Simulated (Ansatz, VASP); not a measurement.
This is a calculation of MnO for VASP 6.6.1.

File INCAR:

```
SYSTEM = MnO
PREC = Accurate
ENCUT = 520
EDIFF = 1E-7
ISMEAR = -1
SIGMA = 0.05
LREAL = .FALSE.
LASPH = .TRUE.
NELM = 150
ALGO = Normal
ISIF = 2
LWAVE = .FALSE.
LCHARG = .TRUE.
ISPIN = 2
MAGMOM = 4 0
LORBIT = 11
LMAXMIX = 4
GGA = PE
LELF = .TRUE.
LVHAR = .TRUE.
NBANDS = 20
```

The input KPOINTS:

```
regular mesh
0
G
  10 10 10
  0 0 0
```

The input POSCAR:

```
MnO
1.0
    2.6723886600      0.0000000000      0.0000000000
    0.0000000000      2.6723886600      0.0000000000
    0.0000000000      0.0000000000      2.6723886600
Mn O
1 1
Direct
    0.0123160000      0.0026230000     -0.0035030000
    0.4844890000      0.5021670000      0.5003480000
```

Potentials or basis: VASP PAW PBE potentials, release 64 (Mn_pv, O).

Command:

```bash
$ cat potpaw_PBE.64/Mn_pv/POTCAR potpaw_PBE.64/O/POTCAR > POTCAR
$ mpirun -np 1 vasp_std > vasp.out
```

Q: Set up the same calculation for Ansatz 0.2.0. Potentials there: Ansatz PAW.

A: As run (the cutoff follows the program's own potentials):

Contents of input.yaml:

```yaml
crystal:
  lattice:
    - [2.67238866, 0.0, 0.0]
    - [0.0, 2.67238866, 0.0]
    - [0.0, 0.0, 2.67238866]
  atoms:
    - { symbol: Mn, position: [0.012316, 0.002623, -0.003503], spin: 4.0 }
    - { symbol: O, position: [0.484489, 0.502167, 0.500348] }
hamiltonian:
  xc: pbe
  pseudopotentials: { kind: paw }
magnetization:
  spin_polarized: true
kpoints:
  mp_grid: { grid: [10, 10, 10] }
scf:
  occupations: { method: fermi_dirac, width: 0.05 }
output:
  forces: true
  stress: true
  eigenvalues: true
```

Potentials or basis: Ansatz PAW.

The run is started by

```console
$ ansatz run input.yaml --threads 1 --pin off --max-ram 3584MiB --backend cpu --events-out ev --progress --plain --runs-dir out
```

Both were run:

|  | VASP | Ansatz | Ansatz less VASP |
| --- | --- | --- | --- |
| gap on the k mesh at the Fermi level (eV) | none | none | - |
| pressure (GPa) | 6.2 | 5.9 | -0.31 |
| traceless stress, the component that is largest in VASP (GPa) | -0.11 | -0.10 | +0.010 |
| rms of the force components (eV/Å) | 0.054 | 0.047 | -0.0065 |
| net moment per atom (μB) | 2.09 | 2.09 | -0.003 |
| size of the moment on the site where the two differ most (μB) | 3.89 | 3.65 | -0.234 |

Site moments also hang on the region over which each program counts them. Atom by atom the forces differ by 0.006 eV/Å (rms over components). A gap of «none» marks a metal or a gap that the smearing closes. VASP's potentials hold 19 valence electrons a cell and Ansatz's 21, so a difference there can come from the potentials and not from the codes.
